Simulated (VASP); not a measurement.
# LiBeF3 (Amm2) in VASP: relaxation of cell and atoms with PBE

Aim: the relaxation of cell and atoms of LiBeF3 with PBE.

All numbers are computed with VASP 6.6.1; they aren't measurements. Logs are shortened: lines on timing, memory, paths and dates and some standing lists are left out, and cuts for length are marked.

## (1) The cell of the first run

The structure is orthorhombic, space group Amm2 (No. 38). Conventional cell: a = 2.772 Å, b = 5.237 Å, c = 8.100 Å, α = 90.00°, β = 90.00°, γ = 90.00°. Li (site symmetry mm2) has 5 F at 1.94 to 2.03 Å within 2.6 Å. Within 2.0 Å of Be (site symmetry mm2) lie 4 F at 1.52 to 1.65 Å. Within 2.0 Å of F (site symmetry m) lie 1 Be at 1.52 Å and 2 Li at 1.94 Å. F (site symmetry mm2) has 2 Be at 1.65 Å and 1 Li at 2.03 Å within 2.2 Å.

## (2) Relaxation of cell and atoms, PBE

INCAR reads:

```
  ALGO = Normal
  EDIFF = 1E-7
  EDIFFG = -0.01
  ENCUT = 600
  GGA = PE
  IBRION = 2
  ISIF = 3
  ISMEAR = 0
  LASPH = True
  LCHARG = False
  LREAL = False
  LWAVE = False
  NELM = 100
  NSW = 100
  PREC = Accurate
  SIGMA = 0.02
```

KPOINTS reads:

```
k-points
0
Gamma
  8 6 6
```

POSCAR reads:

```
LiBeF3
1.0
    2.7723047801      0.0000000000      0.0000000000
    0.0000000000      2.6187267821      4.0502344904
    0.0000000000     -2.6187267821      4.0502344904
Li Be F
1 1 3
Direct
    0.5000000000      0.6931261096      0.6931261096
    0.0000000000      0.0548644754      0.0548644754
    0.0000000000      0.9055986547      0.4014701605
    0.0000000000      0.4014701605      0.9055986547
    0.5000000000      0.9442675729      0.9442675729
```

Potentials or basis: VASP PAW PBE potentials, release 64 (Li_sv, Be, F).

Command:

```
$ cat potpaw_PBE.64/Li_sv/POTCAR potpaw_PBE.64/Be/POTCAR potpaw_PBE.64/F/POTCAR > POTCAR
$ mpirun -np 1 vasp_std > vasp.out
```

OUTCAR:

```text
EDIFF = 1E-7
   EDIFFG = -0.01
   ENCUT = 600
   GGA = PE
   IBRION = 2
   ISIF = 3
   ISMEAR = 0
   LASPH = True
   LREAL = False
   NELM = 100
   NSW = 100
   PREC = Accurate

 ion  position               nearest neighbor table
   1  0.500  0.693  0.693-   3 1.94   4 1.94   3 1.94   4 1.94   5 2.03
   2  0.000  0.055  0.055-   3 1.52   4 1.52   5 1.65   5 1.65
   3  0.000  0.906  0.401-   2 1.52   1 1.94   1 1.94
   4  0.000  0.401  0.906-   2 1.52   1 1.94   1 1.94
   5  0.500  0.944  0.944-   2 1.65   2 1.65   1 2.03

  LATTYP: Found a base centered orthorhombic cell.
 ALAT       =     5.2374535642
 B/A-ratio  =     1.5466426349
 C/A-ratio  =     0.5293230281

  Lattice vectors:

 A1 = (   0.0000000000,   2.6187267821,  -4.0502344904)
 A2 = (   0.0000000000,   2.6187267821,   4.0502344904)
 A3 = (   2.7723047801,   0.0000000000,   0.0000000000)

Analysis of symmetry for initial positions (statically):
=====================================================================
 Subroutine PRICEL returns:
 Original cell was already a primitive cell.

 Routine SETGRP: Setting up the symmetry group for a
 base centered orthorhombic supercell.

 Subroutine GETGRP returns: Found  4 space group operations
 (whereof  4 operations were pure point group operations)
 out of a pool of  8 trial point group operations.

The static configuration has the point symmetry C_2v.

Analysis of symmetry for dynamics (positions and initial velocities):
=====================================================================
 Subroutine PRICEL returns:
 Original cell was already a primitive cell.

 Routine SETGRP: Setting up the symmetry group for a
 base centered orthorhombic supercell.

 Subroutine GETGRP returns: Found  4 space group operations
 (whereof  4 operations were pure point group operations)
 out of a pool of  8 trial point group operations.

The dynamic configuration has the point symmetry C_2v.

 Subroutine INISYM returns: Found  4 space group operations
 (whereof  4 operations are pure point group operations),
 and found     1 'primitive' translations

----------------------------------------------------------------------------------------

                                     Primitive cell

  volume of cell :      58.8087

  direct lattice vectors                    reciprocal lattice vectors
     2.772304780  0.000000000  0.000000000     0.360710701  0.000000000  0.000000000
     0.000000000  2.618726782  4.050234490     0.000000000  0.190932480  0.123449643
     0.000000000 -2.618726782  4.050234490     0.000000000 -0.190932480  0.123449643

  length of vectors
     2.772304780  4.823082975  4.823082975     0.360710701  0.227365403  0.227365403

  position of ions in fractional coordinates (direct lattice)
     0.500000000  0.693126110  0.693126110
     0.000000000  0.054864475  0.054864475
     0.000000000  0.905598655  0.401470160
     0.000000000  0.401470160  0.905598655
     0.500000000  0.944267573  0.944267573

  ion indices of the primitive-cell ions
   primitive index   ion index
                 1           1
                 2           2
                 3           3
                 4           4
                 5           5

----------------------------------------------------------------------------------------

 KPOINTS: k-points

Automatic generation of k-mesh.
 Grid dimensions read from file:
 generate k-points for:    8    6    6

 Generating k-lattice:

  Cartesian coordinates                     Fractional coordinates (reciprocal lattice)
     0.045088838  0.000000000  0.000000000     0.125000000  0.000000000  0.000000000
     0.000000000  0.031822080  0.020574940     0.000000000  0.166666667  0.000000000
     0.000000000 -0.031822080  0.020574940     0.000000000  0.000000000  0.166666667

  Length of vectors
     0.045088838  0.037894234  0.037894234

  Shift w.r.t. Gamma in fractional coordinates (k-lattice)
     0.000000000  0.000000000  0.000000000

 Subroutine IBZKPT returns following result:
 ===========================================

 Found     65 irreducible k-points:

 Following reciprocal coordinates:
            Coordinates               Weight
  0.000000  0.000000  0.000000      1.000000
  0.125000  0.000000  0.000000      2.000000
  0.250000  0.000000  0.000000      2.000000
  0.375000  0.000000  0.000000      2.000000
  0.500000  0.000000  0.000000      1.000000
  0.000000  0.166667 -0.000000      4.000000
[... 16 lines left out ...]
  0.250000  0.166667  0.166667      4.000000
  0.375000  0.166667  0.166667      4.000000
 [... further k-points ...]
   k-points           NKPTS =     65   k-points in BZ     NKDIM =     65   number of bands    NBANDS=     17
   number of dos      NEDOS =    301   number of ions     NIONS =      5
   total plane-waves  NPLWV =  38400
   dimension x,y,z NGX =    24 NGY =   40 NGZ =   40
   dimension x,y,z NGXF=    48 NGYF=   80 NGZF=   80
   ions per type =               1   1   3
   NGX,Y,Z   is equivalent  to a cutoff of  14.39, 13.79, 13.79 a.u.
   NGXF,Y,Z  is equivalent  to a cutoff of  28.78, 27.58, 27.58 a.u.
 SYSTEM =  unknown system
   PREC   = accura    normal or accurate (medium, high low for compatibility)
   ISTART =      0    job   : 0-new  1-cont  2-samecut
   ICHARG =      2    charge: 1-file 2-atom 10-const
   ISPIN  =      1    spin polarized calculation?
   LNONCOLLINEAR =      F non collinear calculations
   LSORBIT =      F    spin-orbit coupling
   LASPH  =      T    aspherical Exc in radial PAW
   ENCUT  =  600.0 eV  44.10 Ry    6.64 a.u.   5.54  9.63  9.63*2*pi/ulx,y,z
   NELM   =    100;   NELMIN=  2; NELMDL= -5     # of ELM steps
   EDIFF  = 0.1E-06   stopping-criterion for ELM
   LREAL  =      F    real-space projection
   EDIFFG = -.1E-01   stopping-criterion for IOM
   NSW    =    100    number of steps for IOM
   IBRION =      2    ionic relax: 0-MD 1-quasi-New 2-CG
   NFREE  =      1    steps in history (QN), initial steepest desc. (CG)
   ISIF   =      3    stress and relaxation
   ISYM   =      2    0-nonsym 1-usesym 2-fastsym
   POTIM  = 0.5000    time-step for ionic-motion
   TEBEG  =    0.0;   TEEND  =   0.0 temperature during run
   PSTRESS=    0.0 pullay stress
   NELECT =      26.0000    total number of electrons
   NUPDOWN=      -1.0000    fix difference up-down
   EMIN   =  10.00;   EMAX   =-10.00  energy-range for DOS
   EFERMI =   0.00;   METHOD = LEGACY
   ISMEAR =     0;   SIGMA  =   0.02  broadening in eV -4-tet -1-fermi 0-gaus
   EFERMI_NEDOS =   21; number of points for ismear=-14 and -15
   IALGO  =     38    algorithm
   IMIX   =      4    mixing-type and parameters
     AMIX     =   0.40;   BMIX     =  1.00
     AMIX_MAG =   1.60;   BMIX_MAG =  1.00
  volume/ion in A,a.u.               =      11.76        79.37
  Fermi-wavevector in a.u.,A,eV,Ry     =   1.247150  2.356773 21.162286  1.555384
  Thomas-Fermi vector in A             =   2.381296
   LORBIT       =      0    0 simple, 1 ext, 2 COOP (PROOUT), +10 PAW based schemes
   GGA     = PE    functional components
   LHFCALC =     F    Hartree Fock is set to
   AEXX    =    0.0000 exact exchange contribution
   IVDW    =     0    specifies the selected vdW correction
   LEPSILON=     F    determine dielectric tensor
   LRPA    =     F    only Hartree local field effects (RPA)
 conjugate gradient relaxation of ions
 non-spin polarized calculation
 Gauss-broadening in eV      SIGMA  =   0.02
  energy-cutoff  :      600.00
  volume of cell :       58.81
 maximum number of plane-waves:      1976
 NGX is ok and might be reduce to    24
   NGX = 11   NGY = 19   NGZ = 19

--------------------------------------- Ionic step        1  -------------------------------------------

 number of electron      26.0000010 magnetization

 Free energy of the ion-electron system (eV)
  ---------------------------------------------------
  ext. energy  EPLUGINS =         0.00000000
  ---------------------------------------------------
  free energy    TOTEN  =       -26.80480032 eV

  energy without entropy =      -26.80480032  energy(sigma->0) =      -26.80480032

------------------------ aborting loop because EDIFF is reached ----------------------------------------

  FORCE on cell =-STRESS in cart. coord.  units (eV):
  Direction    XX          YY          ZZ          XY          YZ          ZX
  --------------------------------------------------------------------------------------
  -------------------------------------------------------------------------------------
  Total       -0.1330130     -0.1060449     -0.0354289      0.0000000      0.0000000      0.0000000
  in kB       -3.6237933     -2.8890759     -0.9652204      0.0000000      0.0000000      0.0000000
  external PRESSURE =      -2.4926966 kB  Pullay stress =       0.0000000 kB
[... 258 lines left out ...]
  energy  without entropy=      -26.8052973819  energy(sigma->0) =      -26.80529738

--------------------------------------- Ionic step        8  -------------------------------------------

 number of electron      26.0000006 magnetization

 Free energy of the ion-electron system (eV)
  ---------------------------------------------------
  ext. energy  EPLUGINS =         0.00000000
  ---------------------------------------------------
  free energy    TOTEN  =       -26.80530303 eV

  energy without entropy =      -26.80530303  energy(sigma->0) =      -26.80530303

 E-fermi :  -3.0521     XC(G=0):  -8.1271

 val. band max:       -3.1351342001   @ k =   0.5000   0.5000   0.5000
 cond. band min:       4.4112910810   @ k =   0.0000   0.0000   0.0000
 fundamental gap:      7.5464252811
 Fermi energy:        -3.0521371989

 k-point     1 :       0.0000    0.0000    0.0000
  band No.  band energies     occupation
      1     -43.8482      2.00000
      2     -24.3376      2.00000
      3     -23.1341      2.00000
      4     -23.0010      2.00000
      5      -7.0849      2.00000
      6      -6.2383      2.00000
[... 9 lines left out ...]
     16      10.0408      0.00000
     17      10.8409      0.00000
[... 443 lines left out ...]
      1     -43.8257      2.00000
      2     -24.0349      2.00000
      3     -23.0997      2.00000
      4     -22.7906      2.00000
      5      -7.3756      2.00000
      6      -6.6014      2.00000
[... 9 lines left out ...]
     16      10.8164      0.00000
     17      11.5637      0.00000

 [... further k-points ...]

------------------------ aborting loop because EDIFF is reached ----------------------------------------

  FORCE on cell =-STRESS in cart. coord.  units (eV):
  Direction    XX          YY          ZZ          XY          YZ          ZX
  --------------------------------------------------------------------------------------
  -------------------------------------------------------------------------------------
  Total       -0.0102398      0.0000970     -0.0091580      0.0000000      0.0000000      0.0000000
  in kB       -0.2806135      0.0026579     -0.2509682      0.0000000      0.0000000      0.0000000
  external PRESSURE =      -0.1763080 kB  Pullay stress =       0.0000000 kB
[... 20 lines left out ...]
  FREE ENERGIE OF THE ION-ELECTRON SYSTEM (eV)
  ---------------------------------------------------
  free  energy   TOTEN  =       -26.8053030261 eV

  energy  without entropy=      -26.8053030261  energy(sigma->0) =      -26.80530303

 reached required accuracy - stopping structural energy minimisation
```

It took 3.5 min on 1 thread of Intel Xeon Platinum 8488C (Sapphire Rapids), shared host; peak memory 0.23 GiB.

Results:

```
Free energy                           : -26.8053 eV
Relaxed volume                        : 11.69 Å³/atom
Relaxed cell                          : a = 2.766 Å, b = 4.817 Å, c = 4.817 Å, α = 65.66°, β = 90.00°, γ = 90.00°
Space group after relaxing (to 0.1 Å) : Amm2 (No. 38)
Energy gained by relaxing             : 0.1 meV/atom
Ionic steps                           : 8
Pressure after relaxing               : 0.0 GPa
Largest force after relaxing          : 0.008 eV/Å
Band gap on the k mesh                : 7.55 eV (least direct gap 7.59 eV)
```

Forces in eV/Å, atoms in the order of the input:
```
Li   0.000  0.000  0.008
Be   0.000  0.000 -0.008
F    0.000  0.005 -0.004
F    0.000 -0.005 -0.004
F    0.000  0.000  0.008
```

The path:
```tsv
step	energy change (eV)	largest force (eV/Å)	pressure (GPa)	volume (Å³)
1	0.0000	0.0318	-0.25	58.81
2	-0.0003	0.0216	-0.14	58.65
3	-0.0004	0.0240	0.00	58.46
4	-0.0004	0.0207	-0.03	58.50
5	-0.0005	0.0184	0.06	58.44
6	-0.0005	0.0145	0.05	58.45
7	-0.0005	0.0107	0.01	58.46
8	-0.0005	0.0084	-0.02	58.46
```

Final structure:
```xyz
5
Lattice="2.7659 0.0000 0.0000 0.0000 2.6112 4.0474 0.0000 -2.6112 4.0474" Properties=species:S:1:pos:R:3 pbc="T T T"
Li    1.3830    0.0000    5.6150
Be    0.0000    0.0000    0.4423
F     0.0000    1.3143    5.2918
F     0.0000   -1.3143    5.2918
F     1.3830    0.0000    7.6383
```

Caveat: the cutoff is under 1.25 times the usual one of these potentials, so pressure, stress and relaxed cells hold a basis-set (Pulay) error. A k mesh can miss the band edges.
